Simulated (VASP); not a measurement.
A run of VASP 6.6.1 is set up as follows.

File INCAR:

```
SYSTEM = Li5Os
ALGO = Normal
EDIFF = 1E-7
ENCUT = 520
GGA = PE
ISIF = 2
ISMEAR = 0
LASPH = .True.
LCHARG = .False.
LREAL = .False.
LWAVE = .False.
NBANDS = 20
NELM = 100
PREC = Accurate
SIGMA = 0.1
```

KPOINTS

```
k-points
0
Gamma
  6 6 2
  0 0 0
```

Contents of POSCAR:

```
Li5Os
1.0
    3.1154846100      0.0000000000      0.0000000000
   -1.5577423000      2.6980888100      0.0000000000
    0.0000000000      0.0000000000     14.1874257700
Li Os
5 1
Direct
    0.0000000000      0.0000000000      0.6712279500
    0.3333333300      0.6666666700      0.8424559100
    0.3333333300      0.6666666700      0.1575440900
    0.0000000000      0.0000000000      0.3287720500
    0.6666666700      0.3333333300      0.5000000000
    0.6666666700      0.3333333300      0.0000000000
```

Potentials or basis: VASP PAW PBE potentials, release 64 (Li_sv, Os).

Launch:

```console
$ cat potpaw_PBE.64/Li_sv/POTCAR potpaw_PBE.64/Os/POTCAR > POTCAR
$ mpirun -np 1 vasp_std > vasp.out
```

Problem. Estimate the largest force.

Solution. 0.699 eV/Å.

Forces on the atoms (eV/Å):
```
Li   0.000  0.000 -0.167
Li   0.000  0.000  0.699
Li   0.000  0.000 -0.699
Li   0.000  0.000  0.167
Li   0.000  0.000  0.000
Os   0.000  0.000  0.000
```

Caveat: the k points lie up to 0.39 Å⁻¹ apart.
